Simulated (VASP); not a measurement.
# Al (P3m1) in VASP: a series of runs

The runs below take Al through single point, with PBE+D3(BJ).

Everything below comes from runs of VASP 6.6.1. Logs are shortened: lines on timing, memory, paths and dates and some standing lists are left out, and cuts for length are marked.

**1. The cell of the first run**

Symmetry: P3m1, No. 156, trigonal system. The conventional cell has a = 2.814 Å, b = 2.814 Å, c = 9.241 Å, α = 90.00°, β = 90.00°, γ = 120.00°. Al (site symmetry 3m) has 12 Al at 2.49 to 2.82 Å within 3.3 Å. Al (site symmetry 3m) has 12 Al at 2.49 to 3.18 Å within 3.3 Å. Al (site symmetry 3m) has 12 Al at 2.81 to 3.18 Å within 3.7 Å. Al (site symmetry 3m) has 12 Al at 2.81 to 2.82 Å within 3.7 Å.

**2. Single point, PBE+D3(BJ) (atom 2 (Al) moved by +0.000 Å along [1 2 0] and -0.420 Å along [0 0 1])**

Input file INCAR:

```
SYSTEM = Al
ALGO = Normal
EDIFF = 1E-6
ENCUT = 520
GGA = PE
ISIF = 2
ISMEAR = 0
IVDW = 12
LASPH = .TRUE.
LCHARG = .FALSE.
LREAL = .FALSE.
LWAVE = .FALSE.
NBANDS = 14
NELM = 80
PREC = Accurate
SIGMA = 0.15
```

Input file KPOINTS:

```
k-points
0
G
  18 18 4
  0 0 0
```

Input file POSCAR:

```
Al
1.0
    2.8144222650      0.0000000000      0.0000000000
   -1.4072111325      2.4373611785      0.0000000000
    0.0000000000      0.0000000000      9.2410470710
Al
4
Direct
    0.0000000000      0.0000000000      0.0000000000
    0.3333333333      0.6666666667      0.2045506048
    0.0000000000      0.0000000000      0.5000000000
    0.6666666667      0.3333333333      0.7500000000
```

Potentials or basis: VASP PAW PBE potentials, release 64 (Al).

Launch:

```bash
$ cat potpaw_PBE.64/Al/POTCAR > POTCAR
$ mpirun -np 1 vasp_std > vasp.out
```

OUTCAR:

```text
SYSTEM = Al
   EDIFF = 1E-6
   ENCUT = 520
   GGA = PE
   ISIF = 2
   ISMEAR = 0
   IVDW = 12
   LASPH = .TRUE.
   LREAL = .FALSE.
   NELM = 80
   PREC = Accurate
 IVDW          = 12

 ion  position               nearest neighbor table
   1  0.000  0.000  0.000-   2 2.49   2 2.49   2 2.49   4 2.82   4 2.82   4 2.82
   2  0.333  0.667  0.205-   1 2.49   1 2.49   1 2.49   3 3.18   3 3.18   3 3.18
   3  0.000  0.000  0.500-   4 2.82   4 2.82   4 2.82   2 3.18   2 3.18   2 3.18
   4  0.667  0.333  0.750-   1 2.82   3 2.82   1 2.82   3 2.82   1 2.82   3 2.82

  LATTYP: Found a hexagonal cell.
 ALAT       =     2.8144222650
 C/A-ratio  =     3.2834614713

  Lattice vectors:

 A1 = (   2.8144222650,   0.0000000000,   0.0000000000)
 A2 = (  -1.4072111325,   2.4373611785,   0.0000000000)
 A3 = (   0.0000000000,   0.0000000000,   9.2410470710)

Analysis of symmetry for initial positions (statically):
=====================================================================
 Subroutine PRICEL returns:
 Original cell was already a primitive cell.

 Routine SETGRP: Setting up the symmetry group for a
 hexagonal supercell.

 Subroutine GETGRP returns: Found  6 space group operations
 (whereof  6 operations were pure point group operations)
 out of a pool of 24 trial point group operations.

The static configuration has the point symmetry C_3v.

Analysis of symmetry for dynamics (positions and initial velocities):
=====================================================================
 Subroutine PRICEL returns:
 Original cell was already a primitive cell.

 Routine SETGRP: Setting up the symmetry group for a
 hexagonal supercell.

 Subroutine GETGRP returns: Found  6 space group operations
 (whereof  6 operations were pure point group operations)
 out of a pool of 24 trial point group operations.

The dynamic configuration has the point symmetry C_3v.

 Subroutine INISYM returns: Found  6 space group operations
 (whereof  6 operations are pure point group operations),
 and found     1 'primitive' translations

----------------------------------------------------------------------------------------

                                     Primitive cell

  volume of cell :      63.3914

  direct lattice vectors                    reciprocal lattice vectors
     2.814422265  0.000000000  0.000000000     0.355312709  0.205139888  0.000000000
    -1.407211133  2.437361178  0.000000000     0.000000000  0.410279777  0.000000000
     0.000000000  0.000000000  9.241047071     0.000000000  0.000000000  0.108212846

  length of vectors
     2.814422265  2.814422265  9.241047071     0.410279777  0.410279777  0.108212846

  position of ions in fractional coordinates (direct lattice)
     0.000000000  0.000000000  0.000000000
     0.333333333  0.666666667  0.204550605
     0.000000000  0.000000000  0.500000000
     0.666666667  0.333333333  0.750000000

  ion indices of the primitive-cell ions
   primitive index   ion index
                 1           1
                 2           2
                 3           3
                 4           4

----------------------------------------------------------------------------------------

 KPOINTS: k-points

Automatic generation of k-mesh.
 Grid dimensions read from file:
 generate k-points for:   18   18    4

 Generating k-lattice:

  Cartesian coordinates                     Fractional coordinates (reciprocal lattice)
     0.019739595  0.011396660  0.000000000     0.055555556  0.000000000  0.000000000
     0.000000000  0.022793321  0.000000000     0.000000000  0.055555556  0.000000000
     0.000000000  0.000000000  0.027053211     0.000000000  0.000000000  0.250000000

  Length of vectors
     0.022793321  0.022793321  0.027053211

  Shift w.r.t. Gamma in fractional coordinates (k-lattice)
     0.000000000  0.000000000  0.000000000

 Subroutine IBZKPT returns following result:
 ===========================================

 Found    138 irreducible k-points:

 Following reciprocal coordinates:
            Coordinates               Weight
  0.000000  0.000000  0.000000      1.000000
  0.055556  0.000000  0.000000      6.000000
  0.111111  0.000000  0.000000      6.000000
  0.166667 -0.000000  0.000000      6.000000
  0.222222  0.000000  0.000000      6.000000
  0.277778  0.000000  0.000000      6.000000
[... 16 lines left out ...]
  0.333333  0.111111  0.000000     12.000000
  0.388889  0.111111  0.000000     12.000000
 [... further k-points ...]
   k-points           NKPTS =    138   k-points in BZ     NKDIM =    138   number of bands    NBANDS=     14
   number of dos      NEDOS =    301   number of ions     NIONS =      4
   total plane-waves  NPLWV =  40320
   dimension x,y,z NGX =    24 NGY =   24 NGZ =   70
   dimension x,y,z NGXF=    48 NGYF=   48 NGZF=  140
   ions per type =               4
   NGX,Y,Z   is equivalent  to a cutoff of  14.18, 14.18, 12.59 a.u.
   NGXF,Y,Z  is equivalent  to a cutoff of  28.35, 28.35, 25.19 a.u.
[... 76 lines left out ...]

 k-point     2 :       0.0556    0.0000    0.0000
  band No.  band energies     occupation
      1      -3.2156      2.00000
      2      -1.6814      2.00000
      3      -0.6427      2.00000
      4       3.8610      2.00000
      5       3.9675      2.00000
      6      11.6856      0.00000
      7      12.1365      0.00000
      8      17.3308      0.00000
      9      17.9095      0.00000
     10      18.7015      0.00000
     11      19.2194      0.00000
     12      19.3139      0.00000
     13      19.7835      0.00000
     14      20.1533      0.00000

 k-point     3 :       0.1111    0.0000    0.0000
  band No.  band energies     occupation
      1      -2.9862      2.00000
      2      -1.4540      2.00000
      3      -0.4153      2.00000
      4       4.0746      2.00000
      5       4.1895      2.00000
      6      11.8676      0.00000
      7      12.2833      0.00000
      8      15.3256      0.00000
      9      16.6658      0.00000
     10      16.9471      0.00000
     11      17.6393      0.00000
     12      18.3722      0.00000
     13      18.6262      0.00000
     14      19.4901      0.00000

 k-point     4 :       0.1667   -0.0000    0.0000
  band No.  band energies     occupation
      1      -2.6048      2.00000
      2      -1.0759      2.00000
      3      -0.0373      2.00000
      4       4.4303      2.00000
      5       4.5563      2.00000
      6      12.0658      0.00000
      7      12.3825      0.00000
      8      13.5392      0.00000
      9      14.6661      0.00000
     10      15.6185      0.00000
     11      16.1099      0.00000
     12      17.5372      0.00000
     13      17.6840      0.00000
     14      18.6663      0.00000

 k-point     5 :       0.2222    0.0000    0.0000
  band No.  band energies     occupation
      1      -2.0727      2.00000
      2      -0.5485      2.00000
      3       0.4900      2.00000
      4       4.9275      2.00000
      5       5.0604      2.00000
      6      10.9427      0.00000
      7      12.2219      0.00000
      8      12.8920      0.00000
      9      13.3280      0.00000
     10      13.8332      0.00000
     11      15.4017      0.00000
[... 276 lines left out ...]
 k-point    22 :       0.2778    0.1111    0.0000
  band No.  band energies     occupation
      1      -0.3408      2.00000
      2       1.1677      2.00000
      3       2.2049      2.00000
      4       6.4583      2.00000
      5       6.5551      2.00000
      6       7.8255      2.00000
      7       9.1049      0.00000
      8      10.1094      0.00000
      9      11.3346      0.00000
     10      12.8198      0.00000
     11      13.7622      0.00000
     12      14.2372      0.00000
     13      14.4035      0.00000
     14      15.0040      0.00000

 k-point    23 :       0.3333    0.1111    0.0000
  band No.  band energies     occupation
      1       0.6270      2.00000
      2       2.1251      2.00000
      3       3.1570      2.00000
      4       5.7630      2.00000
      5       7.1891      2.00000
      6       7.4641      2.00000
      7       8.0292      1.99874
      8       8.5807      0.04832
      9      10.9487      0.00000
     10      12.4067      0.00000
     11      12.6475      0.00000
     12      13.2285      0.00000
     13      13.8362      0.00000
     14      15.3869      0.00000

 k-point    24 :       0.3889    0.1111    0.0000
  band No.  band energies     occupation
      1       1.7330      2.00000
      2       3.2126      2.00000
      3       4.1496      2.00000
      4       4.4105      2.00000
      5       5.9128      2.00000
      6       6.9116      2.00000
      7       8.6061      0.02684
      8       8.8428      0.00001
      9      10.5509      0.00000
     10      11.1738      0.00000
     11      11.8558      0.00000
     12      12.5674      0.00000
     13      13.5649      0.00000
     14      16.2611      0.00000

 [... further k-points ...]

------------------------ aborting loop because EDIFF is reached ----------------------------------------

 Edisp (eV)   -1.40505

 E8    (eV) :    -0.6290

  FORCE on cell =-STRESS in cart. coord.  units (eV):
  Direction    XX          YY          ZZ          XY          YZ          ZX
  --------------------------------------------------------------------------------------
  -------------------------------------------------------------------------------------
  Total       1.10198     1.10198     2.86805     0.00000     0.00000     0.00000
  in kB      27.85191    27.85191    72.48825     0.00000     0.00000     0.00000
  external pressure =       42.73 kB  Pullay stress =        0.00 kB

 VOLUME and BASIS-vectors are now :
 -----------------------------------------------------------------------------
  energy-cutoff  :      520.00
  volume of cell :       63.39
      direct lattice vectors                 reciprocal lattice vectors
     2.814422265  0.000000000  0.000000000     0.355312709  0.205139888  0.000000000
    -1.407211133  2.437361178  0.000000000     0.000000000  0.410279777  0.000000000
     0.000000000  0.000000000  9.241047071     0.000000000  0.000000000  0.108212846

 POSITION                                       TOTAL-FORCE (eV/Angst)
 -----------------------------------------------------------------------------------
      0.00000      0.00000      0.00000         0.000000      0.000000     -2.294024
     -0.00000      1.62491      1.89026        -0.000000      0.000000      2.889127
      0.00000      0.00000      4.62052        -0.000000     -0.000000     -0.625053
      1.40721      0.81245      6.93079         0.000000     -0.000000      0.029950
 -----------------------------------------------------------------------------------
    total drift:                               -0.000000      0.000000      0.000011

  FREE ENERGIE OF THE ION-ELECTRON SYSTEM (eV)
  ---------------------------------------------------
  free  energy   TOTEN  =       -15.7653617390 eV

  energy  without entropy=      -15.7500994098  energy(sigma->0) =      -15.75773057
```

Run time: 3.7 min. Hardware: 1 thread of AMD EPYC 7R13, shared host; peak memory 0.22 GiB.

What came out:

| Property | Result |
| --- | --- |
| Free energy | -15.7654 eV |
| Pressure | 4.3 GPa |
| Largest force | 2.889 eV/Å |
| Band gap on the k mesh | zero (band 6 reaches 12.19 eV, above the bottom of band 7 at 7.18 eV) |
| Dispersion energy per atom | -0.351 eV |

Forces on the atoms (eV/Å):
```
Al   0.000  0.000 -2.294
Al   0.000  0.000  2.889
Al   0.000  0.000 -0.625
Al   0.000  0.000  0.030
```

Stress tensor (GPa, compression positive):
```
2.79 0.00 0.00
0.00 2.79 0.00
0.00 0.00 7.25
```

Caveat: the cell differs from its parent crystal (atom 2 (Al) moved by +0.000 Å along [1 2 0] and -0.420 Å along [0 0 1]); pairwise dispersion overbinds metals, which lowers pressure and volume; forces of over 1 eV/Å act on the atoms, so gaps and moduli don't describe the material at rest.

**3. Single point, PBE+D3(BJ) (atom 2 (Al) moved by +0.000 Å along [1 2 0] and -0.700 Å along [0 0 1])**

Input file INCAR:

```
PREC = Accurate
ENCUT = 520
EDIFF = 1E-7
ISMEAR = 0
SIGMA = 0.15
LREAL = False
LASPH = True
NELM = 80
ALGO = Normal
ISIF = 2
LWAVE = False
LCHARG = False
GGA = PE
IVDW = 12
NBANDS = 14
```

Input file KPOINTS:

```
regular mesh
0
Gamma
  18 18 4
```

Changes to POSCAR since step 2:

```diff
@@ -9,3 +9,3 @@
     0.0000000000      0.0000000000      0.0000000000
-    0.3333333333      0.6666666667      0.2045506048
+    0.3333333333      0.6666666667      0.1742510081
     0.0000000000      0.0000000000      0.5000000000
```

Potentials or basis: VASP PAW PBE potentials, release 64 (Al).

Launch:

```bash
$ cat potpaw_PBE.64/Al/POTCAR > POTCAR
$ mpirun -np 1 vasp_std > vasp.out
```

Wall time 3.8 min (1 thread of AMD EPYC 7R13, shared host); peak memory 0.22 GiB.

It converged, with:

| Item | Value |
| --- | --- |
| Free energy | -14.5170 eV |
| Pressure | 12.5 GPa |
| Largest force | 6.253 eV/Å |
| Band gap on the k mesh | zero (band 6 reaches 11.97 eV, above the bottom of band 7 at 7.02 eV) |
| Dispersion energy per atom | -0.352 eV |

Forces on the atoms (eV/Å):
```
Al   0.000  0.000 -5.570
Al   0.000  0.000  6.253
Al   0.000  0.000 -0.688
Al   0.000  0.000  0.004
```

Stress tensor (GPa, compression positive):
```
 9.25  0.00  0.00
 0.00  9.25  0.00
 0.00  0.00 18.89
```

Levels at points of the mesh, in eV from the Fermi level:
```tsv
k point	band 2	band 3	band 4	band 5	band 6	band 7	band 8	band 9	band 10	band 11
(0.00, 0.00, 0.00)	-10.25	-8.74	-4.50	-4.23	3.27	3.84	9.51	9.51	10.07	10.07
(0.50, 0.00, 0.00)	-6.06	-4.41	-4.17	-2.68	-2.58	1.21	1.26	1.71	1.93	4.71
(0.00, 0.00, 0.50)	-10.55	-7.79	-6.65	-1.15	-0.38	8.08	8.62	9.52	9.52	10.09
(0.50, 0.00, 0.50)	-6.02	-4.63	-4.41	-1.96	-1.70	-0.73	-0.43	4.17	4.58	4.72
```

Caveat: the cell differs from its parent crystal (atom 2 (Al) moved by +0.000 Å along [1 2 0] and -0.700 Å along [0 0 1]); pairwise dispersion overbinds metals, which lowers pressure and volume; forces of over 1 eV/Å act on the atoms, so gaps and moduli don't describe the material at rest.

**4. Single point, PBE+D3(BJ) (atom 2 (Al) moved by +0.000 Å along [1 2 0] and -0.140 Å along [0 0 1])**

Input file INCAR:

```
SYSTEM = Al
PREC = Accurate
ENCUT = 520
EDIFF = 1E-7
ISMEAR = 0
SIGMA = 0.15
LREAL = .False.
LASPH = .True.
NELM = 60
ALGO = Normal
ISIF = 2
LWAVE = .False.
LCHARG = .False.
GGA = PE
IVDW = 12
NBANDS = 14
```

Input file KPOINTS:

```
Automatic mesh
0
Gamma
  18 18 4
  0 0 0
```

Changes to POSCAR since step 3:

```diff
@@ -9,3 +9,3 @@
     0.0000000000      0.0000000000      0.0000000000
-    0.3333333333      0.6666666667      0.1742510081
+    0.3333333333      0.6666666667      0.2348502016
     0.0000000000      0.0000000000      0.5000000000
```

Launch:

```bash
$ cat potpaw_PBE.64/Al/POTCAR > POTCAR
$ mpirun -np 1 vasp_std > vasp.out
```

It took 3.2 min on 1 thread of AMD EPYC 7R13, shared host; peak memory 0.22 GiB.

Results (log left out):

```yaml
Free_energy: -16.2599 eV
Pressure: 0.5 GPa
Largest_force: 0.802 eV/Å
Band_gap_on_the_k_mesh: zero (band 6 reaches 12.33 eV, above the bottom of band 7 at 6.96 eV)
Dispersion_energy_per_atom: -0.351 eV
```

Forces on the atoms (eV/Å):
```
Al   0.000  0.000 -0.502
Al   0.000  0.000  0.802
Al   0.000  0.000 -0.322
Al   0.000  0.000  0.022
```

Stress tensor (GPa, compression positive):
```
0.16 0.00 0.00
0.00 0.16 0.00
0.00 0.00 1.03
```

Levels at points of the mesh, in eV from the Fermi level:
```csv
k point,band 4,band 5,band 6,band 7,band 8,band 9
"(0.00, 0.00, 0.00)",-4.74,-4.48,3.37,3.54,11.04,11.04
"(0.50, 0.00, 0.00)",-3.98,-3.27,-3.22,0.86,1.28,1.38
"(0.00, 0.00, 0.50)",-7.41,-1.01,-0.84,8.38,8.40,11.24
"(0.50, 0.00, 0.50)",-4.73,-1.89,-1.86,-1.18,-1.14,4.62
```

Caveat: the cell differs from its parent crystal (atom 2 (Al) moved by +0.000 Å along [1 2 0] and -0.140 Å along [0 0 1]); pairwise dispersion overbinds metals, which lowers pressure and volume.

**5. Single point, PBE+D3(BJ) (atom 2 (Al) moved by +0.000 Å along [1 2 0] and -0.280 Å along [0 0 1])**

Input file INCAR:

```
SYSTEM = Al
ALGO     = Normal         ! electronic algorithm
EDIFF    = 1E-7           ! SCF threshold, eV
ENCUT    = 520            ! plane-wave cutoff, eV
GGA      = PE             ! functional
ISIF     = 2              ! what is computed and relaxed
ISMEAR   = 0              ! smearing method
IVDW     = 12             ! dispersion correction
LASPH    = .TRUE.         ! aspherical terms in the spheres
LCHARG   = .TRUE.         ! write CHGCAR
LELF     = .TRUE.         ! ELF
LREAL    = .FALSE.        ! projectors in reciprocal space
LVHAR    = .TRUE.       
LWAVE    = .FALSE.        ! write WAVECAR
NBANDS   = 14             ! bands
NELM     = 80             ! most SCF steps
PREC     = Accurate       ! precision mode
SIGMA    = 0.15           ! smearing width, eV
```

Input file KPOINTS:

```
k-points
0
G
  18 18 4
  0 0 0
```

Changes to POSCAR since step 4:

```diff
@@ -9,3 +9,3 @@
     0.0000000000      0.0000000000      0.0000000000
-    0.3333333333      0.6666666667      0.2348502016
+    0.3333333333      0.6666666667      0.2197004032
     0.0000000000      0.0000000000      0.5000000000
```

Launch:

```bash
$ cat potpaw_PBE.64/Al/POTCAR > POTCAR
$ mpirun -np 1 vasp_std > vasp.out
```

Run time: 3.8 min. Hardware: 1 thread of AMD EPYC 7R13, shared host; peak memory 0.22 GiB.

It converged, with:

- Free energy: -16.0850 eV
- Pressure: 1.8 GPa
- Largest force: 1.729 eV/Å
- Band gap on the k mesh: zero (band 6 reaches 12.27 eV, above the bottom of band 7 at 7.08 eV)
- Dispersion energy per atom: -0.351 eV

Forces on the atoms (eV/Å):
```
Al   0.000  0.000 -1.242
Al   0.000  0.000  1.729
Al   0.000  0.000 -0.511
Al   0.000  0.000  0.024
```

Stress tensor (GPa, compression positive):
```
1.07 0.00 0.00
0.00 1.07 0.00
0.00 0.00 3.41
```

Levels at points of the mesh, in eV from the Fermi level:
```csv
k point,band 3,band 4,band 5,band 6,band 7,band 8,band 9,band 10
"(0.00, 0.00, 0.00)",-9.28,-4.68,-4.48,3.29,3.63,10.83,10.83,11.02
"(0.50, 0.00, 0.00)",-4.18,-4.05,-3.14,-3.09,0.91,1.28,1.42,1.72
"(0.00, 0.00, 0.50)",-7.72,-7.26,-1.09,-0.74,8.34,8.42,10.92,10.92
"(0.50, 0.00, 0.50)",-4.76,-4.62,-1.93,-1.83,-1.12,-1.03,4.49,4.62
```

Caveat: the cell differs from its parent crystal (atom 2 (Al) moved by +0.000 Å along [1 2 0] and -0.280 Å along [0 0 1]); pairwise dispersion overbinds metals, which lowers pressure and volume; forces of over 1 eV/Å act on the atoms, so gaps and moduli don't describe the material at rest.
